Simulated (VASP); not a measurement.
# SiGe4W (P6/mmm) in VASP: a series of runs

Runs on SiGe4W. Level: PBE. Tasks: single point.

Everything below comes from runs of VASP 6.6.1. Logs are shortened: lines on timing, memory, paths and dates and some standing lists are left out, and cuts for length are marked.

### Step 1. The cell of the first run

It takes space group P6/mmm (No. 191, hexagonal). Conventional cell: a = 3.728 Å, b = 3.728 Å, c = 7.969 Å, α = 90.00°, β = 90.00°, γ = 120.00°. Si (site symmetry 6/mmm) has 12 Ge at 2.98 Å and 6 Si at 3.73 Å within 3.9 Å. Within 2.8 Å of Ge (site symmetry 3m) lie 3 Ge at 2.15 Å. W (site symmetry 6/mmm) has 12 Ge at 2.88 Å and 6 W at 3.73 Å within 3.8 Å.

### Step 2. Single point, PBE

The input, INCAR:

```
PREC = Accurate ; ENCUT = 520
EDIFF = 1E-7 ; ISMEAR = 0
SIGMA = 0.1 ; LREAL = F
LASPH = T ; NELM = 100
ALGO = Normal ; ISIF = 2
LWAVE = F ; LCHARG = F
GGA = PE ; NBANDS = 46
```

The input, KPOINTS:

```
Automatic mesh
0
Gamma
  6 6 2
```

The input, POSCAR:

```
SiGe4W
1.0
    3.7276773600      0.0000000000      0.0000000000
   -1.8638386800      3.2282632900      0.0000000000
    0.0000000000      0.0000000000      7.9690024700
Si Ge W
1 4 1
Direct
    0.0000000000      0.0000000000      0.0000000000
    0.3333333300      0.6666666700      0.7407687300
    0.3333333300      0.6666666700      0.2592312700
    0.6666666700      0.3333333300      0.7407687300
    0.6666666700      0.3333333300      0.2592312700
    0.0000000000      0.0000000000      0.5000000000
```

Potentials or basis: VASP PAW PBE potentials, release 64 (Si, Ge_d, W_sv).

The run is started by

```sh
cat potpaw_PBE.64/Si/POTCAR potpaw_PBE.64/Ge_d/POTCAR potpaw_PBE.64/W_sv/POTCAR > POTCAR
mpirun -np 1 vasp_std > vasp.out
```

OUTCAR:

```text
PREC = Accurate
   ENCUT = 520
   EDIFF = 1E-7
   ISMEAR = 0
   LREAL = F
   LASPH = T
   NELM = 100
   ISIF = 2
   GGA = PE

 ion  position               nearest neighbor table
   1  0.000  0.000  0.000-   2 2.98   3 2.98   4 2.98   5 2.98   2 2.98   3 2.98   4 2.98   5 2.98
                             4 2.98   5 2.98   2 2.98   3 2.98
   2  0.333  0.667  0.741-   4 2.15   4 2.15   4 2.15   6 2.88   6 2.88   6 2.88   1 2.98   1 2.98
                             1 2.98
   3  0.333  0.667  0.259-   5 2.15   5 2.15   5 2.15   6 2.88   6 2.88   6 2.88   1 2.98   1 2.98
                             1 2.98
   4  0.667  0.333  0.741-   2 2.15   2 2.15   2 2.15   6 2.88   6 2.88   6 2.88   1 2.98   1 2.98
                             1 2.98
   5  0.667  0.333  0.259-   3 2.15   3 2.15   3 2.15   6 2.88   6 2.88   6 2.88   1 2.98   1 2.98
                             1 2.98
   6  0.000  0.000  0.500-   2 2.88   3 2.88   4 2.88   5 2.88   2 2.88   3 2.88   4 2.88   5 2.88
                             4 2.88   5 2.88   2 2.88   3 2.88

  LATTYP: Found a hexagonal cell.
 ALAT       =     3.7276773600
 C/A-ratio  =     2.1377929741

  Lattice vectors:

 A1 = (   3.7276773600,   0.0000000000,   0.0000000000)
 A2 = (  -1.8638386800,   3.2282632900,   0.0000000000)
 A3 = (   0.0000000000,   0.0000000000,   7.9690024700)

Analysis of symmetry for initial positions (statically):
=====================================================================
 Subroutine PRICEL returns:
 Original cell was already a primitive cell.

 Routine SETGRP: Setting up the symmetry group for a
 hexagonal supercell.

 Subroutine GETGRP returns: Found 24 space group operations
 (whereof 24 operations were pure point group operations)
 out of a pool of 24 trial point group operations.

The static configuration has the point symmetry D_6h.

Analysis of symmetry for dynamics (positions and initial velocities):
=====================================================================
 Subroutine PRICEL returns:
 Original cell was already a primitive cell.

 Routine SETGRP: Setting up the symmetry group for a
 hexagonal supercell.

 Subroutine GETGRP returns: Found 24 space group operations
 (whereof 24 operations were pure point group operations)
 out of a pool of 24 trial point group operations.

The dynamic configuration has the point symmetry D_6h.

 Subroutine INISYM returns: Found 24 space group operations
 (whereof 24 operations are pure point group operations),
 and found     1 'primitive' translations

----------------------------------------------------------------------------------------

                                     Primitive cell

  volume of cell :      95.8984

  direct lattice vectors                    reciprocal lattice vectors
     3.727677360  0.000000000  0.000000000     0.268263560  0.154882039  0.000000000
    -1.863838680  3.228263290  0.000000000     0.000000000  0.309764078  0.000000000
     0.000000000  0.000000000  7.969002470     0.000000000  0.000000000  0.125486220

  length of vectors
     3.727677360  3.727677359  7.969002470     0.309764077  0.309764078  0.125486220

  position of ions in fractional coordinates (direct lattice)
     0.000000000  0.000000000  0.000000000
     0.333333330  0.666666670  0.740768730
     0.333333330  0.666666670  0.259231270
     0.666666670  0.333333330  0.740768730
     0.666666670  0.333333330  0.259231270
     0.000000000  0.000000000  0.500000000

  ion indices of the primitive-cell ions
   primitive index   ion index
                 1           1
                 2           2
                 3           3
                 4           4
                 5           5
                 6           6

----------------------------------------------------------------------------------------

 KPOINTS: Automatic mesh

Automatic generation of k-mesh.
 Grid dimensions read from file:
 generate k-points for:    6    6    2

 Generating k-lattice:

  Cartesian coordinates                     Fractional coordinates (reciprocal lattice)
     0.044710593  0.025813673  0.000000000     0.166666667  0.000000000  0.000000000
     0.000000000  0.051627346  0.000000000     0.000000000  0.166666667  0.000000000
     0.000000000  0.000000000  0.062743110     0.000000000  0.000000000  0.500000000

  Length of vectors
     0.051627346  0.051627346  0.062743110

  Shift w.r.t. Gamma in fractional coordinates (k-lattice)
     0.000000000  0.000000000  0.000000000

 Subroutine IBZKPT returns following result:
 ===========================================

 Found     14 irreducible k-points:

 Following reciprocal coordinates:
            Coordinates               Weight
  0.000000  0.000000  0.000000      1.000000
  0.166667  0.000000  0.000000      6.000000
  0.333333  0.000000  0.000000      6.000000
  0.500000  0.000000  0.000000      3.000000
  0.166667  0.166667  0.000000      6.000000
  0.333333  0.166667  0.000000     12.000000
  0.333333  0.333333  0.000000      2.000000
  0.000000  0.000000  0.500000      1.000000
  0.166667  0.000000  0.500000      6.000000
  0.333333  0.000000  0.500000      6.000000
  0.500000  0.000000  0.500000      3.000000
  0.166667  0.166667  0.500000      6.000000
  0.333333  0.166667  0.500000     12.000000
  0.333333  0.333333  0.500000      2.000000
   k-points           NKPTS =     14   k-points in BZ     NKDIM =     14   number of bands    NBANDS=     46
   number of dos      NEDOS =    301   number of ions     NIONS =      6
   total plane-waves  NPLWV =  47040
   dimension x,y,z NGX =    28 NGY =   28 NGZ =   60
   dimension x,y,z NGXF=    56 NGYF=   56 NGZF=  120
   ions per type =               1   4   1
   NGX,Y,Z   is equivalent  to a cutoff of  12.49, 12.49, 12.52 a.u.
   NGXF,Y,Z  is equivalent  to a cutoff of  24.97, 24.97, 25.03 a.u.
 SYSTEM =  unknown system
   PREC   = accura    normal or accurate (medium, high low for compatibility)
   ISTART =      0    job   : 0-new  1-cont  2-samecut
   ICHARG =      2    charge: 1-file 2-atom 10-const
   ISPIN  =      1    spin polarized calculation?
   LNONCOLLINEAR =      F non collinear calculations
   LSORBIT =      F    spin-orbit coupling
   LASPH  =      T    aspherical Exc in radial PAW
   ENCUT  =  520.0 eV  38.22 Ry    6.18 a.u.   6.93  6.93 14.82*2*pi/ulx,y,z
   NELM   =    100;   NELMIN=  2; NELMDL= -5     # of ELM steps
   EDIFF  = 0.1E-06   stopping-criterion for ELM
   LREAL  =      F    real-space projection
   EDIFFG = 0.1E-05   stopping-criterion for IOM
   NSW    =      0    number of steps for IOM
   IBRION =     -1    ionic relax: 0-MD 1-quasi-New 2-CG
   NFREE  =      0    steps in history (QN), initial steepest desc. (CG)
   ISIF   =      2    stress and relaxation
   ISYM   =      2    0-nonsym 1-usesym 2-fastsym
   POTIM  = 0.5000    time-step for ionic-motion
   TEBEG  =    0.0;   TEEND  =   0.0 temperature during run
   PSTRESS=    0.0 pullay stress
   NELECT =      74.0000    total number of electrons
   NUPDOWN=      -1.0000    fix difference up-down
   EMIN   =  10.00;   EMAX   =-10.00  energy-range for DOS
   EFERMI =   0.00;   METHOD = LEGACY
   ISMEAR =     0;   SIGMA  =   0.10  broadening in eV -4-tet -1-fermi 0-gaus
   EFERMI_NEDOS =   21; number of points for ismear=-14 and -15
   IALGO  =     38    algorithm
   IMIX   =      4    mixing-type and parameters
     AMIX     =   0.40;   BMIX     =  1.00
     AMIX_MAG =   1.60;   BMIX_MAG =  1.00
  volume/ion in A,a.u.               =      15.98       107.86
  Fermi-wavevector in a.u.,A,eV,Ry     =   1.501579  2.837574 30.677613  2.254741
  Thomas-Fermi vector in A             =   2.612932
   LORBIT       =      0    0 simple, 1 ext, 2 COOP (PROOUT), +10 PAW based schemes
   GGA     = PE    functional components
   LHFCALC =     F    Hartree Fock is set to
   AEXX    =    0.0000 exact exchange contribution
   IVDW    =     0    specifies the selected vdW correction
   LEPSILON=     F    determine dielectric tensor
   LRPA    =     F    only Hartree local field effects (RPA)
 non-spin polarized calculation
 Gauss-broadening in eV      SIGMA  =   0.10
  energy-cutoff  :      520.00
  volume of cell :       95.90
 maximum number of plane-waves:      2592
 NGX is ok and might be reduce to    28
   NGX = 13   NGY = 13   NGZ = 29

 number of electron      73.9999973 magnetization

 Free energy of the ion-electron system (eV)
  ---------------------------------------------------
  ext. energy  EPLUGINS =         0.00000000
  ---------------------------------------------------
  free energy    TOTEN  =       -26.47563746 eV

  energy without entropy =      -26.45638724  energy(sigma->0) =      -26.46601235

 E-fermi :   9.4611     XC(G=0): -12.0389

 val. band max:        9.4432330824   @ k =   0.1667   0.1667   0.5000
 cond. band min:       9.5002290076   @ k =   0.0000   0.0000   0.5000
 fundamental gap:      0.0569959252
 Fermi energy:         9.4611262573

 k-point     1 :       0.0000    0.0000    0.0000
  band No.  band energies     occupation
      1     -64.8599      2.00000
      2     -29.0959      2.00000
      3     -29.0959      2.00000
      4     -29.0454      2.00000
      5     -16.3209      2.00000
      6     -16.3148      2.00000
[... 38 lines left out ...]
     45      13.6785      0.00000
     46      13.7176      0.00000

 k-point     2 :       0.1667    0.0000    0.0000
  band No.  band energies     occupation
      1     -64.8595      2.00000
      2     -29.1097      2.00000
      3     -29.0994      2.00000
      4     -29.0433      2.00000
      5     -16.3694      2.00000
      6     -16.3683      2.00000
[... 38 lines left out ...]
     45      13.6131      0.00000
     46      14.2120      0.00000

 k-point     3 :       0.3333    0.0000    0.0000
  band No.  band energies     occupation
      1     -64.8588      2.00000
      2     -29.1371      2.00000
      3     -29.1063      2.00000
      4     -29.0389      2.00000
      5     -16.4763      2.00000
      6     -16.4751      2.00000
[... 528 lines left out ...]
     45      14.7511      0.00000
     46      15.1177      0.00000

 k-point    14 :       0.3333    0.3333    0.5000
  band No.  band energies     occupation
      1     -64.8583      2.00000
      2     -29.1346      2.00000
      3     -29.1346      2.00000
      4     -29.0357      2.00000
      5     -16.6255      2.00000
      6     -16.6232      2.00000
[... 38 lines left out ...]
     45      15.0779      0.00000
     46      15.0781      0.00000

------------------------ aborting loop because EDIFF is reached ----------------------------------------

  FORCE on cell =-STRESS in cart. coord.  units (eV):
  Direction    XX          YY          ZZ          XY          YZ          ZX
  --------------------------------------------------------------------------------------
  -------------------------------------------------------------------------------------
  Total       27.1768935     27.1768935      0.7314983      0.0000000      0.0000000      0.0000000
  in kB      454.0452843    454.0452841     12.2211665      0.0000000      0.0000000      0.0000000
  external PRESSURE =     306.7705783 kB  Pullay stress =       0.0000000 kB

 VOLUME and BASIS-vectors are now :
 -----------------------------------------------------------------------------
  energy-cutoff  :      520.00
  volume of cell :       95.90
      direct lattice vectors                 reciprocal lattice vectors
     3.727677360  0.000000000  0.000000000     0.268263560  0.154882039  0.000000000
    -1.863838680  3.228263290  0.000000000     0.000000000  0.309764078  0.000000000
     0.000000000  0.000000000  7.969002470     0.000000000  0.000000000  0.125486220

 POSITION                                       TOTAL-FORCE (eV/Angst)
 -----------------------------------------------------------------------------------
      0.00000      0.00000      0.00000        -0.000000      0.000000      0.000000
     -0.00000      2.15218      5.90319        -0.000000      0.000000     -0.078385
     -0.00000      2.15218      2.06581        -0.000000      0.000000      0.078385
      1.86384      1.07609      5.90319         0.000000     -0.000000     -0.078385
      1.86384      1.07609      2.06581         0.000000     -0.000000      0.078385
      0.00000      0.00000      3.98450         0.000000      0.000000      0.000000
 -----------------------------------------------------------------------------------
    total drift:                                0.000000      0.000000      0.000000

  FREE ENERGIE OF THE ION-ELECTRON SYSTEM (eV)
  ---------------------------------------------------
  free  energy   TOTEN  =       -26.4756374617 eV

  energy  without entropy=      -26.4563872394  energy(sigma->0) =      -26.46601235
```

Run time: 75 s. Hardware: 1 thread of AMD EPYC 7R43 (Zen 3), shared host; peak memory 0.19 GiB.

Results:

| Quantity | Value |
| --- | --- |
| Free energy | -26.4756 eV |
| Pressure | 30.7 GPa |
| Largest force | 0.078 eV/Å |
| Band gap on the k mesh | zero (band 37 reaches 9.97 eV, above the bottom of band 38 at 9.32 eV) |

Forces in eV/Å, atoms in the order of the input:
```
Si   0.000  0.000  0.000
Ge   0.000  0.000 -0.078
Ge   0.000  0.000  0.078
Ge   0.000  0.000 -0.078
Ge   0.000  0.000  0.078
W    0.000  0.000  0.000
```

Caveat: the k points lie up to 0.39 Å⁻¹ apart; spin-orbit coupling is left out, which moves the levels of the heavy elements.

### Step 3. Single point, PBE

This run uses another cell than the first one, of 17.63 Å³/atom, 1.103 times its volume.

The input, INCAR:

```
PREC = Accurate ; ENCUT = 520
EDIFF = 1E-6 ; ISMEAR = 0
SIGMA = 0.1 ; LREAL = False
LASPH = True ; NELM = 100
ALGO = Normal ; ISIF = 2
LWAVE = False ; LCHARG = False
GGA = PE ; NBANDS = 46
```

The input, KPOINTS:

```
regular mesh
0
Gamma
  6 6 2
```

The input, POSCAR:

```
SiGe4W
1.0
    4.9970362555      0.0000000000      0.0000000000
   -2.4985181278      4.3275603409      0.0000000000
    0.0000000000      0.0000000000      4.8928622813
Si Ge W
1 4 1
Direct
    0.0000000000      0.0000000000      0.0000000000
    0.3333333333      0.6666666667      0.7455564373
    0.3333333333      0.6666666667      0.2544435627
    0.6666666667      0.3333333333      0.7455564373
    0.6666666667      0.3333333333      0.2544435627
    0.0000000000      0.0000000000      0.5000000000
```

Potentials or basis: VASP PAW PBE potentials, release 64 (Si, Ge_d, W_sv).

The run is started by

```sh
cat potpaw_PBE.64/Si/POTCAR potpaw_PBE.64/Ge_d/POTCAR potpaw_PBE.64/W_sv/POTCAR > POTCAR
mpirun -np 1 vasp_std > vasp.out
```

Run time: 71 s. Hardware: 1 thread of AMD EPYC 7R43 (Zen 3), shared host; peak memory 0.21 GiB.

Results (log left out):

* Free energy: -33.1460 eV
* Pressure: 0.2 GPa
* Largest force: 0.012 eV/Å
* Band gap on the k mesh: zero (band 37 reaches 9.64 eV, above the bottom of band 38 at 7.53 eV)

Forces in eV/Å, atoms in the order of the input:
```
Si   0.000  0.000  0.000
Ge   0.000  0.000  0.012
Ge   0.000  0.000 -0.012
Ge   0.000  0.000  0.012
Ge   0.000  0.000 -0.012
W    0.000  0.000  0.000
```

Stress tensor (GPa, compression positive):
```
0.09 0.00 0.00
0.00 0.09 0.00
0.00 0.00 0.41
```

Levels at points of the mesh, in eV from the Fermi level:
| k point | band 34 | band 35 | band 36 | band 37 | band 38 | band 39 | band 40 | band 41 |
| --- | --- | --- | --- | --- | --- | --- | --- | --- |
| (0.00, 0.00, 0.00) | -2.78 | -2.19 | -2.03 | -2.03 | 0.03 | 0.03 | 0.28 | 0.65 |
| (0.50, 0.00, 0.00) | -2.97 | -1.72 | -1.54 | -0.15 | 0.12 | 0.43 | 0.52 | 1.93 |
| (0.00, 0.00, 0.50) | -4.11 | -3.05 | -3.05 | -0.68 | -0.68 | 0.87 | 1.08 | 1.93 |
| (0.50, 0.00, 0.50) | -1.57 | -1.43 | 0.43 | 0.48 | 0.54 | 1.09 | 1.45 | 2.57 |

Caveat: the k points lie up to 0.64 Å⁻¹ apart; spin-orbit coupling is left out, which moves the levels of the heavy elements.

### Step 4. Single point, PBE

This run uses another cell than the first one, of 17.08 Å³/atom, 1.068 times its volume.

The input, INCAR:

```
SYSTEM = SiGe4W
PREC = Accurate
ENCUT = 520
EDIFF = 1E-7
ISMEAR = 0
SIGMA = 0.1
LREAL = .FALSE.
LASPH = .TRUE.
NELM = 80
ALGO = Normal
ISIF = 2
LWAVE = .FALSE.
LCHARG = .TRUE.
GGA = PE
LELF = .TRUE.
LVHAR = .TRUE.
NBANDS = 46
```

The input, KPOINTS:

```
Automatic mesh
0
G
  6 6 4
  0 0 0
```

The input, POSCAR:

```
SiGe4W
1.0
    4.7992306152      0.0000000000      0.0000000000
   -2.3996153076      4.1562556314      0.0000000000
    0.0000000000      0.0000000000      5.1368740422
Si Ge W
1 4 1
Direct
    0.0000000000      0.0000000000      0.0000000000
    0.3333333333      0.6666666667      0.7429084915
    0.3333333333      0.6666666667      0.2570915085
    0.6666666667      0.3333333333      0.7429084915
    0.6666666667      0.3333333333      0.2570915085
    0.0000000000      0.0000000000      0.5000000000
```

The run is started by

```sh
cat potpaw_PBE.64/Si/POTCAR potpaw_PBE.64/Ge_d/POTCAR potpaw_PBE.64/W_sv/POTCAR > POTCAR
mpirun -np 1 vasp_std > vasp.out
```

It took 1.8 min on 1 thread of AMD EPYC 7R43 (Zen 3), shared host; peak memory 0.23 GiB.

Results (log left out):

| Property | Result |
| --- | --- |
| Free energy | -33.4489 eV |
| Pressure | 0.2 GPa |
| Largest force | 0.015 eV/Å |
| Band gap on the k mesh | zero (band 37 reaches 9.36 eV, above the bottom of band 38 at 7.36 eV) |

Forces on the atoms (eV/Å):
```
Si   0.000  0.000  0.000
Ge   0.000  0.000  0.015
Ge   0.000  0.000 -0.015
Ge   0.000  0.000  0.015
Ge   0.000  0.000 -0.015
W    0.000  0.000  0.000
```

Stress tensor (GPa, compression positive):
```
0.13 0.00 0.00
0.00 0.13 0.00
0.00 0.00 0.28
```

Levels at points of the mesh, in eV from the Fermi level:
```csv
k point,band 35,band 36,band 37,band 38,band 39,band 40
"(0.00, 0.00, 0.00)",-1.89,-1.81,-1.61,-0.18,-0.18,0.59
"(0.50, 0.00, 0.00)",-1.49,-1.29,0.64,0.86,1.12,1.25
"(0.00, 0.00, 0.50)",-2.66,-2.66,-0.19,-0.19,0.35,0.47
"(0.50, 0.00, 0.50)",-0.94,0.81,0.92,0.95,1.15,1.15
```

Caveat: spin-orbit coupling is left out, which moves the levels of the heavy elements.

### Step 5. Overview

```csv
cell,k mesh,gap on the mesh (eV),pressure (GPa),largest force (eV/Å)
"a = 3.728, b = 3.728, c = 7.969 Å, angles 90.0, 90.0, 120.0°, 6 atoms",6 × 6 × 2,none,30.7,0.08
"a = 4.997, b = 4.997, c = 4.893 Å, angles 90.0, 90.0, 120.0°, 6 atoms",6 × 6 × 2,none,0.2,0.01
"a = 4.799, b = 4.799, c = 5.137 Å, angles 90.0, 90.0, 120.0°, 6 atoms",6 × 6 × 4,none,0.2,0.02
```

Alike in all rows: task single point; level PBE; potentials or basis VASP PAW PBE potentials, release 64 (Si, Ge_d, W_sv); no spin polarisation; cutoff (eV) 520; smearing gaussian 0.1 eV.

Caveats: some runs use coarse meshes; spin-orbit coupling is left out, which moves the levels of the heavy elements.

Total energies depend on the potentials used, so only differences within one code and one set of settings carry meaning.
